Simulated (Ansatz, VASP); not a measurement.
**Re in VASP and in Ansatz**

Contents of INCAR:

```
ALGO = Normal ; EDIFF = 1E-6
ENCUT = 520 ; GGA = RP
ISIF = 2 ; ISMEAR = -1
LASPH = T ; LCHARG = T
LELF = T ; LREAL = F
LVHAR = T ; LWAVE = F
NBANDS = 14 ; NELM = 100
PREC = Accurate ; SIGMA = 0.1
```

KPOINTS

```
k-points
0
Gamma
  11 11 11
```

POSCAR

```
Re
1.0
    0.0000000000      2.8762255687      2.8762255687
    2.8762255687      0.0000000000      2.8762255687
    2.8762255687      2.8762255687      0.0000000000
Re
2
Direct
    0.1250000000      0.1250000000      0.1250000000
    0.8750000000      0.8750000000      0.8750000000
```

Input for Ansatz:

```yaml
crystal:
  lattice:
    - [0.0, 2.8762255687, 2.8762255687]
    - [2.8762255687, 0.0, 2.8762255687]
    - [2.8762255687, 2.8762255687, 0.0]
  atoms:
    - { symbol: Re, position: [0.125, 0.125, 0.125] }
    - { symbol: Re, position: [0.875, 0.875, 0.875] }
hamiltonian:
  xc: rpbe
  pseudopotentials:
    kind: paw
    azcp:
      Re: "pseudopotentials/Re.paw.azcp"
basis:
  ecutwfc: 420
  fft_grid_basis: typed
kpoints:
  mp_grid: { grid: [11, 11, 11], shift: [0, 0, 0] }
magnetization:
  spin_polarized: false
scf:
  occupations: { method: fermi_dirac, width: 0.1 }
  lower_state_search: "off"
output:
  stress: true
```

Alike in both runs: task single point; functional RPBE; k mesh 11 × 11 × 11; occupations fermi-dirac, width 0.1 eV; no spin polarisation.

|  | VASP | Ansatz |
| --- | --- | --- |
| version | VASP 6.6.1 | Ansatz 0.2.0 |
| potentials or method | VASP PAW PBE potentials, release 64 (Re), cutoff 520 eV | plane waves (420 eV) with PAW, scalar-relativistic |
| valence electrons in the cell | 14 | 30 |

Ansatz gave:

```
pressure (GPa) : -6.2
```

**Question.** Estimate VASP's values.

**Answer.** Pressure (GPa): -7.6.

VASP's potentials were made for PBE, not for RPBE. VASP's potentials hold 14 valence electrons a cell and Ansatz's 30, so a difference there can come from the potentials and not from the codes.

Spin-orbit coupling is off throughout.
